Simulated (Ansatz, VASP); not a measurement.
# One calculation of Mg5ZnN4, two programs

Contents of INCAR:

```
PREC = Accurate
ENCUT = 520
EDIFF = 1E-8
ISMEAR = -1
SIGMA = 0.02
LREAL = Auto
LASPH = T
NELM = 100
ALGO = Normal
ISIF = 2
LWAVE = F
LCHARG = F
GGA = PE
LEFG = T
NBANDS = 58
```

KPOINTS

```
regular mesh
0
Gamma
  4 4 6
```

POSCAR

```
Mg5ZnN4
1.0
    6.7593360000      0.0000000000      0.0000000000
    0.0000000000      7.1473560000      0.0000000000
    0.0000000000      0.0000000000      5.1833780000
Mg Zn N
10 2 8
Direct
    0.2525850000      0.3008640000      0.7506170000
    0.2525850000      0.6991360000      0.7506170000
    0.7474150000      0.3008640000      0.7506170000
    0.7474150000      0.6991360000      0.7506170000
    0.2474150000      0.1991360000      0.2493830000
    0.2474150000      0.8008640000      0.2493830000
    0.7525850000      0.1991360000      0.2493830000
    0.7525850000      0.8008640000      0.2493830000
    0.5000000000      0.5000000000      0.2775710000
    0.0000000000      0.0000000000      0.7224290000
    0.0000000000      0.5000000000      0.2733140000
    0.5000000000      0.0000000000      0.7266860000
    0.7487420000      0.5000000000      0.0470740000
    0.2512580000      0.5000000000      0.0470740000
    0.7512580000      0.0000000000      0.9529260000
    0.2487420000      0.0000000000      0.9529260000
    0.5000000000      0.2520210000      0.4973610000
    0.5000000000      0.7479790000      0.4973610000
    0.0000000000      0.2479790000      0.5026390000
    0.0000000000      0.7520210000      0.5026390000
```

Input for Ansatz:

```yaml
crystal:
  lattice:
    - [6.759336, 0.0, 0.0]
    - [0.0, 7.147356, 0.0]
    - [0.0, 0.0, 5.183378]
  atoms:
    - { symbol: Mg, position: [0.252585, 0.300864, 0.750617] }
    - { symbol: Mg, position: [0.252585, 0.699136, 0.750617] }
    - { symbol: Mg, position: [0.747415, 0.300864, 0.750617] }
    - { symbol: Mg, position: [0.747415, 0.699136, 0.750617] }
    - { symbol: Mg, position: [0.247415, 0.199136, 0.249383] }
    - { symbol: Mg, position: [0.247415, 0.800864, 0.249383] }
    - { symbol: Mg, position: [0.752585, 0.199136, 0.249383] }
    - { symbol: Mg, position: [0.752585, 0.800864, 0.249383] }
    - { symbol: Mg, position: [0.5, 0.5, 0.277571] }
    - { symbol: Mg, position: [0.0, 0.0, 0.722429] }
    - { symbol: Zn, position: [0.0, 0.5, 0.273314] }
    - { symbol: Zn, position: [0.5, 0.0, 0.726686] }
    - { symbol: "N", position: [0.748742, 0.5, 0.047074] }
    - { symbol: "N", position: [0.251258, 0.5, 0.047074] }
    - { symbol: "N", position: [0.751258, 0.0, 0.952926] }
    - { symbol: "N", position: [0.248742, 0.0, 0.952926] }
    - { symbol: "N", position: [0.5, 0.252021, 0.497361] }
    - { symbol: "N", position: [0.5, 0.747979, 0.497361] }
    - { symbol: "N", position: [0.0, 0.247979, 0.502639] }
    - { symbol: "N", position: [0.0, 0.752021, 0.502639] }
kpoints:
  mp_grid: { grid: [4, 4, 6] }
scf:
  occupations: { method: fermi_dirac, width: 0.02 }
hamiltonian:
  xc: pbe
  pseudopotentials: { kind: paw }
output:
  forces: true
  stress: true
  populations: true
  efg:
    quadrupole_moments_barn: { Mg: 0.1994, Zn: 0.122, "N": 0.02044 }
    contact_densities: true
  write_density: true
  write_potential: true
  elf: true
  volumetric_format: npy
```

Alike in both runs: task electric field gradients; functional PBE; k mesh 4 × 4 × 6; occupations fermi-dirac, width 0.02 eV; no spin polarisation.

|  | VASP | Ansatz |
| --- | --- | --- |
| version | VASP 6.6.1 | Ansatz 0.2.0 |
| potentials or method | VASP PAW PBE potentials, release 64 (Mg, Zn, N) | plane-wave PAW, scalar-relativistic |
| plane-wave cutoff (eV) | 520 | 420 |
| valence electrons in the cell | 84 | 164 |

```tsv
	VASP	Ansatz	Ansatz less VASP
gap on the k mesh at the Fermi level (eV)	0.78	0.79	+0.005
pressure (GPa)	-0.4	-0.2	+0.16
traceless stress, the component that is largest in VASP (GPa)	0.07	0.13	+0.060
rms of the force components (eV/Å)	0.005	0.015	+0.0103
size of Vzz on the site where it differs most (V/Å²)	19.8	23.7	+3.93
```

Atom by atom the forces differ by 0.013 eV/Å (rms over components). One of these differences is far larger than is usual between the two programs; its cause wasn't traced. With one functional, cell and mesh, what is left measures potentials, basis and numerics. VASP's potentials hold 84 valence electrons a cell and Ansatz's 164, so a difference there can come from the potentials and not from the codes.
